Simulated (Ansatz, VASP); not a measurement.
One calculation of TiPbO3, two programs

Contents of INCAR:

```
PREC = Accurate ; ENCUT = 600
EDIFF = 1E-6 ; ISMEAR = 0
SIGMA = 0.01 ; LREAL = F
LASPH = T ; NELM = 120
ALGO = Normal ; ISIF = 2
LWAVE = F ; LCHARG = F
GGA = PE ; NBANDS = 30
GGA_COMPAT = F
```

KPOINTS

```
Automatic mesh
0
Gamma
  6 6 6
```

The input POSCAR:

```
TiPbO3
1.0
    3.8286106841      0.0000000000      0.0000000000
    0.0000000000      3.8286106841      0.0000000000
    0.0000000000      0.0000000000      4.0747721271
Ti Pb O
1 1 3
Direct
    0.5000000000      0.5000000000      0.5382000000
    0.0000000000      0.0000000000      0.0000000000
    0.5000000000      0.5000000000      0.1130000000
    0.5000000000      0.0000000000      0.6150000000
    0.0000000000      0.5000000000      0.6150000000
```

Input for Ansatz:

```yaml
crystal:
  lattice:
    - [3.828610684119802, 0.0, 0.0]
    - [0.0, 3.828610684119802, 0.0]
    - [0.0, 0.0, 4.074772127110372]
  atoms:
    - { symbol: Ti, position: [0.5, 0.5, 0.5382] }
    - { symbol: Pb, position: [0.0, 0.0, 0.0] }
    - { symbol: O, position: [0.5, 0.5, 0.113] }
    - { symbol: O, position: [0.5, 0.0, 0.615] }
    - { symbol: O, position: [0.0, 0.5, 0.615] }
basis:
  ecutwfc: 510.0
kpoints:
  mp_grid:
    grid: [6, 6, 6]
hamiltonian:
  xc: pbe
  pseudopotentials:
    kind: paw
scf:
  occupations:
    method: fixed
output:
  stress: true
```

Alike in both runs: task single point; functional PBE; k mesh 6 × 6 × 6; no spin polarisation.

|  | VASP | Ansatz |
| --- | --- | --- |
| version | VASP 6.6.1 | Ansatz 0.2.0 |
| potentials or method | VASP PAW PBE potentials, release 64 (Ti_sv, Pb_d, O), cutoff 600 eV | plane waves, PAW |
| occupations | gaussian, width 0.01 eV | fixed |
| valence electrons in the cell | 44 | 44 |

```csv
,VASP,Ansatz,Ansatz less VASP
pressure (GPa),16.7,16.5,-0.20
"traceless stress, the component that is largest in VASP (GPa)",1.25,1.10,-0.151
```

Neither program's run includes spin-orbit coupling.
